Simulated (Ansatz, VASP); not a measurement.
# Two plane-wave programs on Sb3O

INCAR

```
PREC = Accurate
ENCUT = 600
EDIFF = 1E-6
ISMEAR = 0
SIGMA = 0.1
LREAL = False
LASPH = True
NELM = 60
ALGO = Normal
ISIF = 3
LWAVE = False
LCHARG = False
GGA = PE
IBRION = 2
NSW = 100
EDIFFG = -0.01
```

KPOINTS

```
regular mesh
0
Gamma
  6 6 8
```

File POSCAR:

```
Sb3O
1.0
    6.2897600985      0.0000000000      0.0000000000
   -3.1448800492      5.4470920290      0.0000000000
    0.0000000000      0.0000000000      5.0140067011
Sb O
6 2
Direct
    0.8262051388      0.6524102776      0.2500000000
    0.1737948612      0.8262051388      0.7500000000
    0.3475897224      0.1737948612      0.2500000000
    0.1737948612      0.3475897224      0.7500000000
    0.8262051388      0.1737948612      0.2500000000
    0.6524102776      0.8262051388      0.7500000000
    0.3333333333      0.6666666667      0.2500000000
    0.6666666667      0.3333333333      0.7500000000
```

Input for Ansatz:

```yaml
crystal:
  lattice:
    - [6.2897600985, 0.0, 0.0]
    - [-3.1448800492, 5.447092029, 0.0]
    - [0.0, 0.0, 5.0140067011]
  atoms:
    - { symbol: Sb, position: [0.8262051388, 0.6524102776, 0.25] }
    - { symbol: Sb, position: [0.1737948612, 0.8262051388, 0.75] }
    - { symbol: Sb, position: [0.3475897224, 0.1737948612, 0.25] }
    - { symbol: Sb, position: [0.1737948612, 0.3475897224, 0.75] }
    - { symbol: Sb, position: [0.8262051388, 0.1737948612, 0.25] }
    - { symbol: Sb, position: [0.6524102776, 0.8262051388, 0.75] }
    - { symbol: O, position: [0.3333333333, 0.6666666667, 0.25] }
    - { symbol: O, position: [0.6666666667, 0.3333333333, 0.75] }
basis:
  ecutwfc: 420
kpoints:
  mp_grid: { grid: [6, 6, 8] }
hamiltonian:
  xc: pbe
scf:
  occupations: { method: gaussian, width: 0.1 }
output:
  forces: true
  stress: true
  eigenvalues: true
relax:
  adjacent_minimum: "off"
  f_tol: 0.01
  max_steps: 80
  cell: { stress_tol: 0.05 }
```

Alike in both runs: task relaxation of cell and atoms; functional PBE; k mesh 6 × 6 × 8; occupations gaussian, width 0.1 eV; no spin polarisation.

|  | VASP | Ansatz |
| --- | --- | --- |
| version | VASP 6.6.1 | Ansatz 0.2.0 |
| potentials or method | VASP PAW PBE potentials, release 64 (Sb, O), cutoff 600 eV | scalar-relativistic, plane waves, PAW |
| valence electrons in the cell | 42 | 102 |

|  | VASP | Ansatz | Ansatz less VASP |
| --- | --- | --- | --- |
| gap on the k mesh at the Fermi level, each at its own relaxed structure (eV) | none | none | - |
| relaxed volume (Å³/atom) | 22.62 | 22.78 | +0.167 |
| relaxed cell length with the largest relative difference (Å) | 7.429 | 7.464 | +0.0348 |

A gap of «none» marks a metal or a gap that the smearing closes. VASP's potentials hold 42 valence electrons a cell and Ansatz's 102, so a difference there can come from the potentials and not from the codes.

Spin-orbit coupling is off throughout.
